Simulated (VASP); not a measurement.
# Nb (Pm-3m) in VASP: notebook

Nb is run at these levels: PBE; tasks: single point.

All numbers are computed with VASP 6.6.1; they aren't measurements. Logs are shortened: lines on timing, memory, paths and dates and some standing lists are left out, and cuts for length are marked.

### Step 1. The cell of the first run

The structure is cubic, space group Pm-3m (No. 221). The conventional cell has a = 2.270 Å, b = 2.270 Å, c = 2.270 Å, α = 90.00°, β = 90.00°, γ = 90.00°. Within 3.0 Å of Nb (site symmetry m-3m) lie 6 Nb at 2.27 Å.

### Step 2. Single point, PBE (volume scaled by 0.58)

INCAR

```
PREC = Accurate
ENCUT = 520
EDIFF = 1E-7
ISMEAR = -1
SIGMA = 0.1
LREAL = False
LASPH = True
NELM = 80
ALGO = Normal
ISIF = 2
LWAVE = False
LCHARG = False
GGA = PE
NBANDS = 12
```

KPOINTS

```
Automatic mesh
0
Gamma
  16 16 16
```

POSCAR

```
Nb
1.0
    2.2699716454      0.0000000000      0.0000000000
    0.0000000000      2.2699716454      0.0000000000
    0.0000000000      0.0000000000      2.2699716454
Nb
1
Direct
    0.0000000000      0.0000000000      0.0000000000
```

Potentials or basis: VASP PAW PBE potentials, release 64 (Nb_sv).

Launch:

```sh
> cat potpaw_PBE.64/Nb_sv/POTCAR > POTCAR
> mpirun -np 1 vasp_std > vasp.out
```

OUTCAR:

```text
PREC = Accurate
   ENCUT = 520
   EDIFF = 1E-7
   ISMEAR = -1
   LREAL = False
   LASPH = True
   NELM = 80
   ISIF = 2
   GGA = PE

 ion  position               nearest neighbor table
   1  0.000  0.000  0.000-

  LATTYP: Found a simple cubic cell.
 ALAT       =     2.2699716454

  Lattice vectors:

 A1 = (   2.2699716454,   0.0000000000,   0.0000000000)
 A2 = (   0.0000000000,   2.2699716454,   0.0000000000)
 A3 = (   0.0000000000,   0.0000000000,   2.2699716454)

Analysis of symmetry for initial positions (statically):
=====================================================================
 Subroutine PRICEL returns:
 Original cell was already a primitive cell.

 Routine SETGRP: Setting up the symmetry group for a
 simple cubic supercell.

 Subroutine GETGRP returns: Found 48 space group operations
 (whereof 48 operations were pure point group operations)
 out of a pool of 48 trial point group operations.

The static configuration has the point symmetry O_h .

Analysis of symmetry for dynamics (positions and initial velocities):
=====================================================================
 Subroutine PRICEL returns:
 Original cell was already a primitive cell.

 Routine SETGRP: Setting up the symmetry group for a
 simple cubic supercell.

 Subroutine GETGRP returns: Found 48 space group operations
 (whereof 48 operations were pure point group operations)
 out of a pool of 48 trial point group operations.

The dynamic configuration has the point symmetry O_h .

 Subroutine INISYM returns: Found 48 space group operations
 (whereof 48 operations are pure point group operations),
 and found     1 'primitive' translations

----------------------------------------------------------------------------------------

                                     Primitive cell

  volume of cell :      11.6966

  direct lattice vectors                    reciprocal lattice vectors
     2.269971645  0.000000000  0.000000000     0.440534137  0.000000000  0.000000000
     0.000000000  2.269971645  0.000000000     0.000000000  0.440534137  0.000000000
     0.000000000  0.000000000  2.269971645     0.000000000  0.000000000  0.440534137

  length of vectors
     2.269971645  2.269971645  2.269971645     0.440534137  0.440534137  0.440534137

  position of ions in fractional coordinates (direct lattice)
     0.000000000  0.000000000  0.000000000

  ion indices of the primitive-cell ions
   primitive index   ion index
                 1           1

----------------------------------------------------------------------------------------

 KPOINTS: Automatic mesh

Automatic generation of k-mesh.
 Grid dimensions read from file:
 generate k-points for:   16   16   16

 Generating k-lattice:

  Cartesian coordinates                     Fractional coordinates (reciprocal lattice)
     0.027533384  0.000000000  0.000000000     0.062500000  0.000000000  0.000000000
     0.000000000  0.027533384  0.000000000     0.000000000  0.062500000  0.000000000
     0.000000000  0.000000000  0.027533384     0.000000000  0.000000000  0.062500000

  Length of vectors
     0.027533384  0.027533384  0.027533384

  Shift w.r.t. Gamma in fractional coordinates (k-lattice)
     0.000000000  0.000000000  0.000000000

 Subroutine IBZKPT returns following result:
 ===========================================

 Found    165 irreducible k-points:

 Following reciprocal coordinates:
            Coordinates               Weight
  0.000000  0.000000  0.000000      1.000000
  0.062500  0.000000  0.000000      6.000000
  0.125000  0.000000  0.000000      6.000000
  0.187500  0.000000  0.000000      6.000000
  0.250000  0.000000  0.000000      6.000000
  0.312500  0.000000  0.000000      6.000000
[... 16 lines left out ...]
  0.437500  0.125000  0.000000     24.000000
  0.500000  0.125000  0.000000     12.000000
 [... further k-points ...]
   k-points           NKPTS =    165   k-points in BZ     NKDIM =    165   number of bands    NBANDS=     12
   number of dos      NEDOS =    301   number of ions     NIONS =      1
   total plane-waves  NPLWV =   5832
   dimension x,y,z NGX =    18 NGY =   18 NGZ =   18
   dimension x,y,z NGXF=    36 NGYF=   36 NGZF=   36
   ions per type =               1
   NGX,Y,Z   is equivalent  to a cutoff of  13.18, 13.18, 13.18 a.u.
   NGXF,Y,Z  is equivalent  to a cutoff of  26.37, 26.37, 26.37 a.u.
 SYSTEM =  unknown system
   PREC   = accura    normal or accurate (medium, high low for compatibility)
   ISTART =      0    job   : 0-new  1-cont  2-samecut
   ICHARG =      2    charge: 1-file 2-atom 10-const
   ISPIN  =      1    spin polarized calculation?
   LNONCOLLINEAR =      F non collinear calculations
   LSORBIT =      F    spin-orbit coupling
   LASPH  =      T    aspherical Exc in radial PAW
   ENCUT  =  520.0 eV  38.22 Ry    6.18 a.u.   4.22  4.22  4.22*2*pi/ulx,y,z
   NELM   =     80;   NELMIN=  2; NELMDL= -5     # of ELM steps
   EDIFF  = 0.1E-06   stopping-criterion for ELM
   LREAL  =      F    real-space projection
   EDIFFG = 0.1E-05   stopping-criterion for IOM
   NSW    =      0    number of steps for IOM
   IBRION =     -1    ionic relax: 0-MD 1-quasi-New 2-CG
   NFREE  =      0    steps in history (QN), initial steepest desc. (CG)
   ISIF   =      2    stress and relaxation
   ISYM   =      2    0-nonsym 1-usesym 2-fastsym
   POTIM  = 0.5000    time-step for ionic-motion
   TEBEG  =    0.0;   TEEND  =   0.0 temperature during run
   PSTRESS=    0.0 pullay stress
   NELECT =      13.0000    total number of electrons
   NUPDOWN=      -1.0000    fix difference up-down
   EMIN   =  10.00;   EMAX   =-10.00  energy-range for DOS
   EFERMI =   0.00;   METHOD = LEGACY
   ISMEAR =    -1;   SIGMA  =   0.10  broadening in eV -4-tet -1-fermi 0-gaus
   EFERMI_NEDOS =   21; number of points for ismear=-14 and -15
   IALGO  =     38    algorithm
   IMIX   =      4    mixing-type and parameters
     AMIX     =   0.40;   BMIX     =  1.00
     AMIX_MAG =   1.60;   BMIX_MAG =  1.00
  volume/ion in A,a.u.               =      11.70        78.93
  Fermi-wavevector in a.u.,A,eV,Ry     =   1.695777  3.204555 39.125744  2.875661
  Thomas-Fermi vector in A             =   2.776760
   LORBIT       =      0    0 simple, 1 ext, 2 COOP (PROOUT), +10 PAW based schemes
   GGA     = PE    functional components
   LHFCALC =     F    Hartree Fock is set to
   AEXX    =    0.0000 exact exchange contribution
   IVDW    =     0    specifies the selected vdW correction
   LEPSILON=     F    determine dielectric tensor
   LRPA    =     F    only Hartree local field effects (RPA)
 non-spin polarized calculation
  energy-cutoff  :      520.00
  volume of cell :       11.70
 maximum number of plane-waves:       324
 NGX is ok and might be reduce to    18
   NGX =  9   NGY =  9   NGZ =  9

 number of electron      13.0000000 magnetization

 Free energy of the ion-electron system (eV)
  ---------------------------------------------------
  ext. energy  EPLUGINS =         0.00000000
  ---------------------------------------------------
  free energy    TOTEN  =        -5.84283999 eV

  energy without entropy =       -5.82113202  energy(sigma->0) =       -5.83198600

 E-fermi :  18.8905     XC(G=0): -14.8002

 val. band max:       18.8443755428   @ k =   0.5000   0.1250   0.1250
 cond. band min:      18.8919415490   @ k =   0.5000   0.0625   0.0000
 fundamental gap:      0.0475660062
 Fermi energy:        18.8904525478

 k-point     1 :       0.0000    0.0000    0.0000
  band No.  band energies     occupation
      1     -37.1874      2.00000
      2      -9.8628      2.00000
      3      -9.8628      2.00000
      4      -9.8628      2.00000
      5      12.6835      2.00000
      6      12.8580      2.00000
      7      12.8580      2.00000
      8      27.9113      0.00000
      9      27.9113      0.00000
     10      27.9113      0.00000
     11      38.8947      0.00000
     12      38.8947      0.00000

 k-point     2 :       0.0625    0.0000    0.0000
  band No.  band energies     occupation
      1     -37.1493      2.00000
      2     -10.1354      2.00000
      3      -9.8400      2.00000
      4      -9.8400      2.00000
      5      12.8164      2.00000
      6      12.9133      2.00000
      7      13.2668      2.00000
      8      27.4592      0.00000
      9      27.4592      0.00000
     10      27.9402      0.00000
     11      38.1164      0.00000
     12      39.3578      0.00000

 k-point     3 :       0.1250    0.0000    0.0000
  band No.  band energies     occupation
      1     -37.0391      2.00000
      2     -10.8724      2.00000
      3      -9.7747      2.00000
      4      -9.7747      2.00000
      5      13.0742      2.00000
      6      13.0918      2.00000
      7      14.5154      2.00000
      8      26.3483      0.00000
      9      26.3483      0.00000
     10      28.0233      0.00000
     11      36.4151      0.00000
     12      40.4635      0.00000

 k-point     4 :       0.1875    0.0000    0.0000
  band No.  band energies     occupation
      1     -36.8692      2.00000
      2     -11.8882      2.00000
      3      -9.6756      2.00000
      4      -9.6756      2.00000
      5      13.3260      2.00000
      6      13.5257      2.00000
      7      16.3209      2.00000
      8      24.9891      0.00000
      9      24.9891      0.00000
     10      28.1503      0.00000
     11      34.6063      0.00000
     12      39.4122      0.00000

 k-point     5 :       0.2500    0.0000    0.0000
  band No.  band energies     occupation
      1     -36.6608      2.00000
      2     -12.9859      2.00000
      3      -9.5565      2.00000
      4      -9.5565      2.00000
      5      13.6413      2.00000
      6      14.1067      2.00000
      7      18.3075      1.99414
      8      23.6590      0.00000
      9      23.6590      0.00000
     10      28.3043      0.00000
     11      33.1928      0.00000
     12      37.2148      0.00000
[... 228 lines left out ...]
      1     -36.2985      2.00000
      2     -13.8758      2.00000
      3     -10.3827      2.00000
      4      -9.3513      2.00000
      5      14.5419      2.00000
      6      15.8179      2.00000
      7      18.6783      1.78596
      8      22.6875      0.00000
      9      22.9441      0.00000
     10      27.0978      0.00000
     11      33.3145      0.00000
     12      37.2002      0.00000

 k-point    22 :       0.3750    0.1250    0.0000
  band No.  band energies     occupation
      1     -36.1065      2.00000
      2     -14.6854      2.00000
      3     -10.2618      2.00000
      4      -9.2473      2.00000
      5      14.9356      2.00000
      6      16.2786      2.00000
      7      18.3474      1.99128
      8      21.8282      0.00000
      9      23.7273      0.00000
     10      27.2675      0.00000
     11      33.5641      0.00000
     12      35.9932      0.00000

 k-point    23 :       0.4375    0.1250    0.0000
  band No.  band energies     occupation
      1     -35.9735      2.00000
      2     -15.2075      2.00000
      3     -10.1794      2.00000
      4      -9.1767      2.00000
      5      15.2077      2.00000
      6      16.6808      2.00000
      7      17.9148      1.99988
      8      21.2913      0.00000
      9      24.0649      0.00000
     10      27.3850      0.00000
     11      34.6727      0.00000
     12      35.4163      0.00000

 k-point    24 :       0.5000    0.1250    0.0000
  band No.  band energies     occupation
      1     -35.9260      2.00000
      2     -15.3879      2.00000
      3     -10.1502      2.00000
      4      -9.1518      2.00000
      5      15.3048      2.00000
      6      16.8666      2.00000
      7      17.7190      1.99998
      8      21.1089      0.00000
      9      24.1037      0.00000
     10      27.4270      0.00000
     11      34.7786      0.00000
     12      35.9462      0.00000

 [... further k-points ...]

------------------------ aborting loop because EDIFF is reached ----------------------------------------

  FORCE on cell =-STRESS in cart. coord.  units (eV):
  Direction    XX          YY          ZZ          XY          YZ          ZX
  --------------------------------------------------------------------------------------
  -------------------------------------------------------------------------------------
  Total       14.8620264     14.8620264     14.8620264      0.0000000     -0.0000000     -0.0000000
  in kB     2035.7634478   2035.7634478   2035.7634478      0.0000000     -0.0000000     -0.0000000
  external PRESSURE =    2035.7634478 kB  Pullay stress =       0.0000000 kB

 VOLUME and BASIS-vectors are now :
 -----------------------------------------------------------------------------
  energy-cutoff  :      520.00
  volume of cell :       11.70
      direct lattice vectors                 reciprocal lattice vectors
     2.269971645  0.000000000  0.000000000     0.440534137  0.000000000  0.000000000
     0.000000000  2.269971645  0.000000000     0.000000000  0.440534137  0.000000000
     0.000000000  0.000000000  2.269971645     0.000000000  0.000000000  0.440534137

 POSITION                                       TOTAL-FORCE (eV/Angst)
 -----------------------------------------------------------------------------------
      0.00000      0.00000      0.00000         0.000000      0.000000      0.000000
 -----------------------------------------------------------------------------------
    total drift:                                0.000000      0.000000     -0.000000

  FREE ENERGIE OF THE ION-ELECTRON SYSTEM (eV)
  ---------------------------------------------------
  free  energy   TOTEN  =        -5.8428399905 eV

  energy  without entropy=       -5.8211320186  energy(sigma->0) =       -5.83198600
```

Wall time 20 s (1 thread of AMD EPYC 7R43 (Zen 3), shared host); peak memory 0.1 GiB.

What came out:

```
Free energy : -5.8428 eV
Pressure    : 203.6 GPa
```

Levels at points of the mesh, in eV from the Fermi level:
| k point | band 4 | band 5 | band 6 | band 7 | band 8 | band 9 | band 10 | band 11 |
| --- | --- | --- | --- | --- | --- | --- | --- | --- |
| (0.00, 0.00, 0.00) | -28.75 | -6.21 | -6.03 | -6.03 | 9.02 | 9.02 | 9.02 | 20.00 |
| (0.50, 0.00, 0.00) | -28.12 | -4.30 | -2.47 | 1.95 | 2.02 | 2.02 | 9.84 | 14.01 |
| (0.50, 0.50, 0.00) | -27.54 | -9.01 | -1.40 | 3.54 | 3.54 | 9.82 | 9.82 | 13.63 |
| (0.50, 0.50, 0.50) | -32.49 | -6.14 | -6.14 | -6.14 | 5.64 | 14.21 | 14.21 | 22.91 |

### Step 3. Single point, PBE (volume scaled by 0.58)

INCAR

```
SYSTEM = Nb
PREC     = Accurate       ! precision mode
ENCUT    = 520            ! plane-wave cutoff, eV
EDIFF    = 1E-6           ! SCF threshold, eV
ISMEAR   = -1             ! smearing method
SIGMA    = 0.1            ! smearing width, eV
LREAL    = .False.        ! projectors in reciprocal space
LASPH    = .True.         ! aspherical terms in the spheres
NELM     = 80             ! most SCF steps
ALGO     = Normal         ! electronic algorithm
ISIF     = 2              ! what is computed and relaxed
LWAVE    = .False.        ! write WAVECAR
LCHARG   = .False.        ! write CHGCAR
GGA      = PE             ! functional
NBANDS   = 12             ! bands
```

KPOINTS

```
Automatic mesh
0
Gamma
  16 16 16
  0 0 0
```

POSCAR is that of step 2.

Potentials or basis: VASP PAW PBE potentials, release 64 (Nb_sv).

Launch:

```sh
> cat potpaw_PBE.64/Nb_sv/POTCAR > POTCAR
> mpirun -np 1 vasp_std > vasp.out
```

Run time: 22 s. Hardware: 1 thread of AMD EPYC 7R43 (Zen 3), shared host; peak memory 0.1 GiB.

Results (log left out):

| Quantity | Value |
| --- | --- |
| Free energy | -5.8428 eV |
| Pressure | 203.6 GPa |

Levels at points of the mesh, in eV from the Fermi level:
| k point | band 4 | band 5 | band 6 | band 7 | band 8 | band 9 | band 10 | band 11 |
| --- | --- | --- | --- | --- | --- | --- | --- | --- |
| (0.00, 0.00, 0.00) | -28.75 | -6.21 | -6.03 | -6.03 | 9.02 | 9.02 | 9.02 | 20.00 |
| (0.50, 0.00, 0.00) | -28.12 | -4.30 | -2.47 | 1.95 | 2.02 | 2.02 | 9.84 | 14.01 |
| (0.50, 0.50, 0.00) | -27.54 | -9.01 | -1.40 | 3.54 | 3.54 | 9.82 | 9.82 | 13.63 |
| (0.50, 0.50, 0.50) | -32.49 | -6.14 | -6.14 | -6.14 | 5.64 | 14.21 | 14.21 | 22.91 |

### Step 4. Single point, PBE (volume scaled by 0.68)

INCAR

```
  PREC = Accurate
  ENCUT = 520
  EDIFF = 1E-6
  ISMEAR = -1
  SIGMA = 0.1
  LREAL = False
  LASPH = True
  NELM = 60
  ALGO = Normal
  ISIF = 2
  LWAVE = False
  LCHARG = False
  GGA = PE
  NBANDS = 12
```

KPOINTS

```
Automatic mesh
0
Gamma
  16 16 16
```

POSCAR

```
Nb
1.0
    2.3935770131      0.0000000000      0.0000000000
    0.0000000000      2.3935770131      0.0000000000
    0.0000000000      0.0000000000      2.3935770131
Nb
1
Direct
    0.0000000000      0.0000000000      0.0000000000
```

Launch:

```sh
> cat potpaw_PBE.64/Nb_sv/POTCAR > POTCAR
> mpirun -np 1 vasp_std > vasp.out
```

It took 24 s on 1 thread of AMD EPYC 7R43 (Zen 3), shared host; peak memory 0.1 GiB.

The run converged. Its results:

```yaml
Free_energy: -7.7155 eV
Pressure: 104.6 GPa
```

Levels at points of the mesh, in eV from the Fermi level:
| k point | band 4 | band 5 | band 6 | band 7 | band 8 | band 9 | band 10 | band 11 |
| --- | --- | --- | --- | --- | --- | --- | --- | --- |
| (0.00, 0.00, 0.00) | -29.08 | -6.25 | -4.83 | -4.83 | 7.69 | 7.69 | 7.69 | 18.22 |
| (0.50, 0.00, 0.00) | -28.67 | -3.40 | -2.64 | 1.39 | 2.07 | 2.07 | 8.33 | 14.00 |
| (0.50, 0.50, 0.00) | -28.29 | -7.20 | -1.32 | 3.28 | 3.28 | 8.50 | 8.50 | 11.41 |
| (0.50, 0.50, 0.50) | -31.74 | -4.77 | -4.77 | -4.77 | 6.39 | 11.85 | 11.85 | 19.04 |

### Step 5. Single point, PBE (volume scaled by 0.88)

INCAR, as its differences from that of step 4:

```diff
@@ -7,3 +7,3 @@
   LASPH = True
-  NELM = 60
+  NELM = 100
   ALGO = Normal
```

KPOINTS

```
regular mesh
0
Gamma
  16 16 16
```

POSCAR

```
Nb
1.0
    2.6083867889      0.0000000000      0.0000000000
    0.0000000000      2.6083867889      0.0000000000
    0.0000000000      0.0000000000      2.6083867889
Nb
1
Direct
    0.0000000000      0.0000000000      0.0000000000
```

Launch:

```sh
> cat potpaw_PBE.64/Nb_sv/POTCAR > POTCAR
> mpirun -np 1 vasp_std > vasp.out
```

Run time: 29 s. Hardware: 1 thread of AMD EPYC 7R43 (Zen 3), shared host; peak memory 0.11 GiB.

It converged, with:

| Property | Result |
| --- | --- |
| Free energy | -9.1082 eV |
| Pressure | 20.9 GPa |

Levels at points of the mesh, in eV from the Fermi level:
```
           k point  band 4  band 5  band 6  band 7  band 8  band 9  band 10  band 11
(0.00, 0.00, 0.00)  -29.59   -5.82   -3.26   -3.26    5.93    5.93     5.93    15.77
(0.50, 0.00, 0.00)  -29.40   -2.54   -2.21    0.79    2.05    2.05     6.34    11.25
(0.50, 0.50, 0.00)  -29.21   -4.84   -1.06    2.87    2.87    6.62     6.62     8.52
(0.50, 0.50, 0.50)  -31.03   -3.01   -3.01   -3.01    7.24    8.80     8.80    14.19
```

### Step 6. Summary

| cell | gap on the mesh (eV) | pressure (GPa) |
| --- | --- | --- |
| a = 2.270 Å, 1 atom | none | 203.6 |
| a = 2.394 Å, 1 atom | none | 104.6 |
| a = 2.608 Å, 1 atom | none | 20.9 |

Alike in all rows: task single point; level PBE; potentials or basis VASP PAW PBE potentials, release 64 (Nb_sv); no spin polarisation; k mesh 16 × 16 × 16; cutoff (eV) 520; smearing fermi-dirac 0.1 eV.

Total energies depend on the potentials used, so only differences within one code and one set of settings carry meaning.
